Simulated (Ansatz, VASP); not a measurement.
**HfN: VASP beside Ansatz**

File POSCAR:

```
HfN
1.0
    0.0000000000      2.6512077600      2.6512077600
    2.6512077600      0.0000000000      2.6512077600
    2.6512077600      2.6512077600      0.0000000000
Hf N
1 1
Direct
    0.0000000000      0.0000000000      0.0000000000
    0.7500000000      0.7500000000      0.7500000000
```

Contents of INCAR.step1:

```
SYSTEM = HfN
  PREC = Accurate
  ENCUT = 520
  ISMEAR = 0
  SIGMA = 0.15
  LREAL = .False.
  LASPH = .True.
  NELM = 100
  NBANDS = 14
  GGA = PE
  ALGO = Normal
  EDIFF = 1E-4
  LWAVE = .True.
  LCHARG = .False.
```

The input INCAR.step2:

```
SYSTEM = HfN
  PREC = Accurate
  ENCUT = 520
  EDIFF = 1E-6
  ISMEAR = 0
  SIGMA = 0.15
  LREAL = .False.
  LASPH = .True.
  NELM = 100
  ALGO = Normal
  ISIF = 2
  LWAVE = .False.
  LCHARG = .True.
  METAGGA = R2SCAN
  LMIXTAU = .True.
  LELF = .True.
  LVHAR = .True.
  NBANDS = 14
  ISTART = 1
```

KPOINTS

```
Automatic mesh
0
Gamma
  16 16 16
  0 0 0
```

Input for Ansatz:

```yaml
crystal:
  lattice:
    - [0.0, 2.65120776, 2.65120776]
    - [2.65120776, 0.0, 2.65120776]
    - [2.65120776, 2.65120776, 0.0]
  atoms:
    - { symbol: Hf, position: [0.0, 0.0, 0.0] }
    - { symbol: "N", position: [0.75, 0.75, 0.75] }
basis:
  ecutwfc: 500
kpoints:
  mp_grid: { grid: [16, 16, 16] }
hamiltonian:
  xc: r2scan
scf:
  occupations: { method: gaussian, width: 0.15 }
output:
  forces: true
  stress: true
  eigenvalues: true
```

Change from the starting cell: strain +0.080 along x and y, +0.080 along z, atoms carried along.

Alike in both runs: task single point; functional r2SCAN; k mesh 16 × 16 × 16; occupations gaussian, width 0.15 eV; no spin polarisation.

```csv
,VASP,Ansatz
version,VASP 6.6.1,Ansatz 0.2.0
potentials or method,"VASP PAW PBE potentials, release 64 (Hf_pv, N), cutoff 520 eV","scalar-relativistic, plane waves, PAW"
valence electrons in the cell,15,31
```

Ansatz gave:

- gap on the k mesh at the Fermi level (eV): none
- pressure (GPa): -30.1

Problem. Which values does VASP return?

Solution. gap on the k mesh at the Fermi level (eV): none; pressure (GPa): -31.2.

VASP's potentials were made for PBE, not for r2SCAN. A gap of «none» marks a metal or a gap that the smearing closes. Both programs put the cell under strong tension, so it lies far from rest at this level. With one functional, cell and mesh, what is left measures potentials, basis and numerics. VASP's potentials hold 15 valence electrons a cell and Ansatz's 31, so a difference there can come from the potentials and not from the codes.

Neither program's run includes spin-orbit coupling. Noted on VASP's run: the cell as given lies far from equilibrium.
